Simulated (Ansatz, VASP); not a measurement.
# One calculation of Na, two programs

```xyz
1
Lattice="-1.5840 1.5840 1.5840 1.5840 -1.5840 1.5840 1.5840 1.5840 -1.5840" Properties=species:S:1:pos:R:3 pbc="T T T"
Na    0.0000    0.0000    0.0000
```

Change from the starting cell: volume scaled by 0.43, crystal datasets.

Alike in both runs: task single point; functional PBE; k mesh 13 × 13 × 13; occupations fermi-dirac, width 0.05 eV; no spin polarisation.

```csv
,VASP,Ansatz
version,VASP 6.6.1,Ansatz 0.2.0
potentials or method,"VASP PAW PBE potentials, release 64 (Na_pv), cutoff 520 eV","all-electron PAW with datasets made for the crystal, scalar-relativistic"
```

```tsv
	VASP	Ansatz	Ansatz less VASP
pressure (GPa)	32.1	32.0	-0.14
```

Both programs put the cell under a high pressure, so it lies far from rest at this level. Ansatz ran all-electron here, and VASP with PAW potentials.
